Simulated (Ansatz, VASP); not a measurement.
**Sb: VASP beside Ansatz**

The input INCAR:

```
PREC = Accurate ; ENCUT = 520
EDIFF = 1E-6 ; ISMEAR = -1
SIGMA = 0.05 ; LREAL = False
LASPH = True ; NELM = 100
ALGO = Normal ; ISIF = 2
LWAVE = False ; LCHARG = False
GGA = PS ; NBANDS = 12
```

The input KPOINTS:

```
Automatic mesh
0
Gamma
  9 9 5
```

File POSCAR:

```
Sb
1.0
    3.3091953418      0.0000000000      0.0000000000
   -1.6545976709      2.8658472321      0.0000000000
    0.0000000000      0.0000000000      5.3962304974
Sb
2
Direct
    0.6666666667      0.3333333333      0.7500000000
    0.3333333333      0.6666666667      0.2500000000
```

File input.yaml:

```yaml
crystal:
  lattice:
    - [3.3091953418, 0.0, 0.0]
    - [-1.6545976709, 2.8658472321, 0.0]
    - [0.0, 0.0, 5.3962304974]
  atoms:
    - { symbol: Sb, position: [0.6666666667, 0.3333333333, 0.75] }
    - { symbol: Sb, position: [0.3333333333, 0.6666666667, 0.25] }
kpoints:
  mp_grid: { grid: [9, 9, 5] }
scf:
  occupations: { method: fermi_dirac, width: 0.05 }
hamiltonian:
  xc: pbesol
  pseudopotentials: { kind: all_electron, lapw: { basis_error: 0.0005 } }
output:
  forces: true
  stress: true
  eigenvalues: true
```

Change from the starting cell: volume scaled by 0.96.

Alike in both runs: task single point; functional PBEsol; k mesh 9 × 9 × 5; occupations fermi-dirac, width 0.05 eV; no spin polarisation.

|  | VASP | Ansatz |
| --- | --- | --- |
| version | VASP 6.6.1 | Ansatz 0.2.0 |
| potentials or method | VASP PAW PBE potentials, release 64 (Sb), cutoff 520 eV | all-electron LAPW, scalar-relativistic |

```csv
,VASP,Ansatz,Ansatz less VASP
gap on the k mesh at the Fermi level (eV),none,none,-
pressure (GPa),1.0,1.1,+0.02
```

VASP's potentials were made for PBE, not for PBEsol. A gap of «none» marks a metal or a gap that the smearing closes. Ansatz ran all-electron here, and VASP with PAW potentials.

Neither program's run includes spin-orbit coupling.
